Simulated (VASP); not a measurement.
# Ti5O in VASP: single point with r2SCAN

Aim: the single point of Ti5O with r2SCAN.

All numbers are computed with VASP 6.6.1; they aren't measurements. Logs are shortened: lines on timing, memory, paths and dates and some standing lists are left out, and cuts for length are marked.

## Step 1: The cell of the first run

The cell holds a slab with vacuum, 6 atoms: a = 2.936 Å, b = 2.936 Å, c = 28.272 Å, α = 90.00°, β = 90.00°, γ = 120.00°.

## Step 2: Single point, r2SCAN

POSCAR reads:

```
Ti5O
1.0
    2.9357969430      0.0000000000      0.0000000000
   -1.4678984715      2.5424747330      0.0000000000
    0.0000000000      0.0000000000     28.2723858137
Ti O
5 1
Direct
    0.6666666667      0.3333333333      0.3006467178
    0.3333333333      0.6666666667      0.3826382578
    0.6666666667      0.3333333333      0.4663808461
    0.3333333333      0.6666666667      0.5472247400
    0.6666666667      0.3333333333      0.6352641168
    0.0000000000      0.0000000000      0.6654797038
```

INCAR.step1 reads:

```
SYSTEM = Ti5O
PREC = Accurate
ENCUT = 520
ISMEAR = 0
SIGMA = 0.1
LREAL = .FALSE.
LASPH = .TRUE.
NELM = 100
LDIPOL = .TRUE.
IDIPOL = 3
DIPOL = 0.5 0.5 0.500
NBANDS = 42
GGA = PE
ALGO = Normal
EDIFF = 1E-4
LWAVE = .TRUE.
LCHARG = .FALSE.
```

INCAR.step2 reads:

```
SYSTEM = Ti5O
PREC = Accurate
ENCUT = 520
EDIFF = 1E-6
ISMEAR = 0
SIGMA = 0.1
LREAL = .FALSE.
LASPH = .TRUE.
NELM = 100
ALGO = Normal
ISIF = 2
LWAVE = .FALSE.
LCHARG = .TRUE.
LDIPOL = .TRUE.
IDIPOL = 3
DIPOL = 0.5 0.5 0.500
METAGGA = R2SCAN
LMIXTAU = .TRUE.
LELF = .TRUE.
LVHAR = .TRUE.
LVACPOTAV = .TRUE.
NBANDS = 42
ISTART = 1
```

KPOINTS reads:

```
regular mesh
0
G
  12 12 1
  0 0 0
```

Potentials or basis: VASP PAW PBE potentials, release 64 (Ti_sv, O).

The run is started by

```
$ cat potpaw_PBE.64/Ti_sv/POTCAR potpaw_PBE.64/O/POTCAR > POTCAR
$ cp INCAR.step1 INCAR
$ mpirun -np 1 vasp_std > vasp.out
$ cp INCAR.step2 INCAR
$ mpirun -np 1 vasp_std > vasp.out
```

OUTCAR:

```text
SYSTEM = Ti5O
   PREC = Accurate
   ENCUT = 520
   EDIFF = 1E-6
   ISMEAR = 0
   LREAL = .FALSE.
   LASPH = .TRUE.
   NELM = 100
   ISIF = 2
   METAGGA = R2SCAN
   ISTART = 1

 ion  position               nearest neighbor table
   1  0.667  0.333  0.301-   2 2.87   2 2.87   2 2.87
   2  0.333  0.667  0.383-   1 2.87   1 2.87   1 2.87   3 2.91   3 2.91   3 2.91
   3  0.667  0.333  0.466-   4 2.85   4 2.85   4 2.85   2 2.91   2 2.91   2 2.91
   4  0.333  0.667  0.547-   3 2.85   3 2.85   3 2.85
   5  0.667  0.333  0.635-   6 1.90   6 1.90   6 1.90
   6  0.000  0.000  0.665-   5 1.90   5 1.90   5 1.90

  LATTYP: Found a hexagonal cell.
 ALAT       =     2.9357969430
 C/A-ratio  =     9.6302252379

  Lattice vectors:

 A1 = (   2.9357969430,   0.0000000000,   0.0000000000)
 A2 = (  -1.4678984715,   2.5424747330,   0.0000000000)
 A3 = (   0.0000000000,   0.0000000000,  28.2723858137)

Analysis of symmetry for initial positions (statically):
=====================================================================
 Subroutine PRICEL returns:
 Original cell was already a primitive cell.

 Routine SETGRP: Setting up the symmetry group for a
 hexagonal supercell.

 Subroutine GETGRP returns: Found  6 space group operations
 (whereof  6 operations were pure point group operations)
 out of a pool of 24 trial point group operations.

The static configuration has the point symmetry C_3v.

Analysis of symmetry for dynamics (positions and initial velocities):
=====================================================================
 Subroutine PRICEL returns:
 Original cell was already a primitive cell.

 Routine SETGRP: Setting up the symmetry group for a
 hexagonal supercell.

 Subroutine GETGRP returns: Found  6 space group operations
 (whereof  6 operations were pure point group operations)
 out of a pool of 24 trial point group operations.

The dynamic configuration has the point symmetry C_3v.

 Subroutine INISYM returns: Found  6 space group operations
 (whereof  6 operations are pure point group operations),
 and found     1 'primitive' translations

----------------------------------------------------------------------------------------

                                     Primitive cell

  volume of cell :     211.0304

  direct lattice vectors                    reciprocal lattice vectors
     2.935796943  0.000000000  0.000000000     0.340623013  0.196658788  0.000000000
    -1.467898472  2.542474733  0.000000000     0.000000000  0.393317576  0.000000000
     0.000000000  0.000000000 28.272385814     0.000000000  0.000000000  0.035370202

  length of vectors
     2.935796943  2.935796943 28.272385814     0.393317576  0.393317576  0.035370202

  position of ions in fractional coordinates (direct lattice)
     0.666666667  0.333333333  0.300646718
     0.333333333  0.666666667  0.382638258
     0.666666667  0.333333333  0.466380846
     0.333333333  0.666666667  0.547224740
     0.666666667  0.333333333  0.635264117
     0.000000000  0.000000000  0.665479704

  ion indices of the primitive-cell ions
   primitive index   ion index
                 1           1
                 2           2
                 3           3
                 4           4
                 5           5
                 6           6

----------------------------------------------------------------------------------------

 KPOINTS: regular mesh

Automatic generation of k-mesh.
 Grid dimensions read from file:
 generate k-points for:   12   12    1

 Generating k-lattice:

  Cartesian coordinates                     Fractional coordinates (reciprocal lattice)
     0.028385251  0.016388232  0.000000000     0.083333333 -0.000000000  0.000000000
     0.000000000  0.032776465  0.000000000     0.000000000  0.083333333  0.000000000
     0.000000000  0.000000000  0.035370202     0.000000000  0.000000000  1.000000000

  Length of vectors
     0.032776465  0.032776465  0.035370202

  Shift w.r.t. Gamma in fractional coordinates (k-lattice)
     0.000000000  0.000000000  0.000000000

 Subroutine IBZKPT returns following result:
 ===========================================

 Found     19 irreducible k-points:

 Following reciprocal coordinates:
            Coordinates               Weight
  0.000000  0.000000  0.000000      1.000000
  0.083333 -0.000000  0.000000      6.000000
  0.166667  0.000000  0.000000      6.000000
  0.250000  0.000000  0.000000      6.000000
  0.333333  0.000000  0.000000      6.000000
  0.416667  0.000000  0.000000      6.000000
[... 11 lines left out ...]
  0.333333  0.250000  0.000000     12.000000
  0.333333  0.333333  0.000000      2.000000
   k-points           NKPTS =     19   k-points in BZ     NKDIM =     19   number of bands    NBANDS=     42
   number of dos      NEDOS =    301   number of ions     NIONS =      6
   total plane-waves  NPLWV = 120960
   dimension x,y,z NGX =    24 NGY =   24 NGZ =  210
   dimension x,y,z NGXF=    48 NGYF=   48 NGZF=  420
   ions per type =               5   1
   NGX,Y,Z   is equivalent  to a cutoff of  13.59, 13.59, 12.35 a.u.
   NGXF,Y,Z  is equivalent  to a cutoff of  27.18, 27.18, 24.70 a.u.
 SYSTEM =  Ti5O
   PREC   = accura    normal or accurate (medium, high low for compatibility)
   ISTART =      1    job   : 0-new  1-cont  2-samecut
   ICHARG =      0    charge: 1-file 2-atom 10-const
   ISPIN  =      1    spin polarized calculation?
   LNONCOLLINEAR =      F non collinear calculations
   LSORBIT =      F    spin-orbit coupling
   LASPH  =      T    aspherical Exc in radial PAW
   ENCUT  =  520.0 eV  38.22 Ry    6.18 a.u.   5.46  5.46 52.57*2*pi/ulx,y,z
   NELM   =    100;   NELMIN=  2; NELMDL=  0     # of ELM steps
   EDIFF  = 0.1E-05   stopping-criterion for ELM
   LREAL  =      F    real-space projection
   EDIFFG = 0.1E-04   stopping-criterion for IOM
   NSW    =      0    number of steps for IOM
   IBRION =     -1    ionic relax: 0-MD 1-quasi-New 2-CG
   NFREE  =      0    steps in history (QN), initial steepest desc. (CG)
   ISIF   =      2    stress and relaxation
   ISYM   =      2    0-nonsym 1-usesym 2-fastsym
   POTIM  = 0.5000    time-step for ionic-motion
   TEBEG  =    0.0;   TEEND  =   0.0 temperature during run
   PSTRESS=    0.0 pullay stress
   NELECT =      66.0000    total number of electrons
   NUPDOWN=      -1.0000    fix difference up-down
   EMIN   =  10.00;   EMAX   =-10.00  energy-range for DOS
   EFERMI =   0.00;   METHOD = LEGACY
   ISMEAR =     0;   SIGMA  =   0.10  broadening in eV -4-tet -1-fermi 0-gaus
   EFERMI_NEDOS =   21; number of points for ismear=-14 and -15
   IALGO  =     38    algorithm
   IMIX   =      4    mixing-type and parameters
     AMIX     =   0.40;   BMIX     =  1.00
     AMIX_MAG =   1.60;   BMIX_MAG =  1.00
  volume/ion in A,a.u.               =      35.17       237.35
  Fermi-wavevector in a.u.,A,eV,Ry     =   1.111240  2.099939 16.801206  1.234854
  Thomas-Fermi vector in A             =   2.247801
   LORBIT       =      0    0 simple, 1 ext, 2 COOP (PROOUT), +10 PAW based schemes
   METAGGA = R2SCAN    functional components
   LHFCALC =     F    Hartree Fock is set to
   AEXX    =    0.0000 exact exchange contribution
   IVDW    =     0    specifies the selected vdW correction
   LEPSILON=     F    determine dielectric tensor
   LRPA    =     F    only Hartree local field effects (RPA)
 non-spin polarized calculation
 Gauss-broadening in eV      SIGMA  =   0.10
  energy-cutoff  :      520.00
  volume of cell :      211.03
 maximum number of plane-waves:      5793
 NGX is ok and might be reduce to    24
   NGX = 11   NGY = 11   NGZ =105

 number of electron      65.9999993 magnetization

 dipolmoment           0.000000      0.000000      0.020130 electrons x Angstroem

 Free energy of the ion-electron system (eV)
  ---------------------------------------------------
  ext. energy  EPLUGINS =         0.00000000
  ---------------------------------------------------
  free energy    TOTEN  =       -74.40484962 eV

  energy without entropy =      -74.35656199  energy(sigma->0) =      -74.38070580

 E-fermi :   0.9762     XC(G=0):  -5.9642

 val. band max:        0.9638218848   @ k =   0.2500   0.0833   0.0000
 cond. band min:       0.9858016670   @ k =   0.3333   0.2500   0.0000
 fundamental gap:      0.0219797823
 Fermi energy:         0.9762147759

 k-point     1 :       0.0000    0.0000    0.0000
  band No.  band energies     occupation
      1     -58.8757      2.00000
      2     -58.3825      2.00000
      3     -58.1878      2.00000
      4     -58.1316      2.00000
      5     -58.0650      2.00000
      6     -34.1316      2.00000
[... 34 lines left out ...]
     41       2.2131      0.00000
     42       2.6701      0.00000

 k-point     2 :       0.0833   -0.0000    0.0000
  band No.  band energies     occupation
      1     -58.8697      2.00000
      2     -58.3771      2.00000
      3     -58.1816      2.00000
      4     -58.1270      2.00000
      5     -58.0613      2.00000
      6     -34.1259      2.00000
[... 34 lines left out ...]
     41       2.3068      0.00000
     42       2.5049      0.00000

 k-point     3 :       0.1667    0.0000    0.0000
  band No.  band energies     occupation
      1     -58.8531      2.00000
      2     -58.3624      2.00000
      3     -58.1643      2.00000
      4     -58.1144      2.00000
      5     -58.0511      2.00000
      6     -34.1296      2.00000
[... 34 lines left out ...]
     41       2.3484      0.00000
     42       2.4895      0.00000

 k-point     4 :       0.2500    0.0000    0.0000
  band No.  band energies     occupation
      1     -58.8303      2.00000
      2     -58.3422      2.00000
      3     -58.1399      2.00000
      4     -58.0973      2.00000
      5     -58.0374      2.00000
      6     -34.2443      2.00000
[... 619 lines left out ...]
     41       2.9512      0.00000
     42       3.2674      0.00000

 k-point    18 :       0.3333    0.2500    0.0000
  band No.  band energies     occupation
      1     -58.7761      2.00000
      2     -58.2942      2.00000
      3     -58.0753      2.00000
      4     -58.0618      2.00000
      5     -58.0067      2.00000
      6     -34.4645      2.00000
[... 34 lines left out ...]
     41       3.0908      0.00000
     42       3.2966      0.00000

 k-point    19 :       0.3333    0.3333    0.0000
  band No.  band energies     occupation
      1     -58.7730      2.00000
      2     -58.2915      2.00000
      3     -58.0704      2.00000
      4     -58.0609      2.00000
      5     -58.0050      2.00000
      6     -34.4394      2.00000
[... 34 lines left out ...]
     41       3.1864      0.00000
     42       3.2117      0.00000

------------------------ aborting loop because EDIFF is reached ----------------------------------------

  FORCE on cell =-STRESS in cart. coord.  units (eV):
  Direction    XX          YY          ZZ          XY          YZ          ZX
  --------------------------------------------------------------------------------------
  -------------------------------------------------------------------------------------
  Total        1.8467231      1.8467231     -1.0546483      0.0000000      0.0000000     -0.0000000
  in kB       14.0206208     14.0206208     -8.0070609      0.0000000      0.0000000     -0.0000000
  external PRESSURE =       6.6780602 kB  Pullay stress =       0.0000000 kB

 VOLUME and BASIS-vectors are now :
 -----------------------------------------------------------------------------
  energy-cutoff  :      520.00
  volume of cell :      211.03
      direct lattice vectors                 reciprocal lattice vectors
     2.935796943  0.000000000  0.000000000     0.340623013  0.196658788  0.000000000
    -1.467898472  2.542474733  0.000000000     0.000000000  0.393317576  0.000000000
     0.000000000  0.000000000 28.272385814     0.000000000  0.000000000  0.035370202

 POSITION                                       TOTAL-FORCE (eV/Angst)
 -----------------------------------------------------------------------------------
      1.46790      0.84749      8.50000         0.000000     -0.000000      0.536119
     -0.00000      1.69498     10.81810        -0.000000      0.000000     -0.555911
      1.46790      0.84749     13.18570        -0.000000     -0.000000     -0.002120
     -0.00000      1.69498     15.47135        -0.000000      0.000000      0.010180
      1.46790      0.84749     17.96043         0.000000     -0.000000     -0.124221
      0.00000      0.00000     18.81470        -0.000000     -0.000000      0.135953
 -----------------------------------------------------------------------------------
    total drift:                               -0.000000      0.000000      0.002839

  FREE ENERGIE OF THE ION-ELECTRON SYSTEM (eV)
  ---------------------------------------------------
  free  energy   TOTEN  =       -74.4048496168 eV

  energy  without entropy=      -74.3565619872  energy(sigma->0) =      -74.38070580

 vacuum level on the upper side and lower side of the slab         6.051         5.565
```

Wall time 53 min (1 thread of AMD EPYC 7R13 (Zen 3), shared host); peak memory 0.41 GiB.

What came out:

| Quantity | Value |
| --- | --- |
| Free energy | -74.4048 eV |
| Largest force | 0.556 eV/Å |
| Band gap on the k mesh | zero (band 33 reaches 1.80 eV, above the bottom of band 34 at 0.49 eV) |

Forces on the atoms (eV/Å):
```
Ti   0.000  0.000  0.536
Ti   0.000  0.000 -0.556
Ti   0.000  0.000 -0.002
Ti   0.000  0.000  0.010
Ti   0.000  0.000 -0.124
O    0.000  0.000  0.136
```

Caveat: the PAW data sets were made with another functional, which shifts forces and pressure a little.
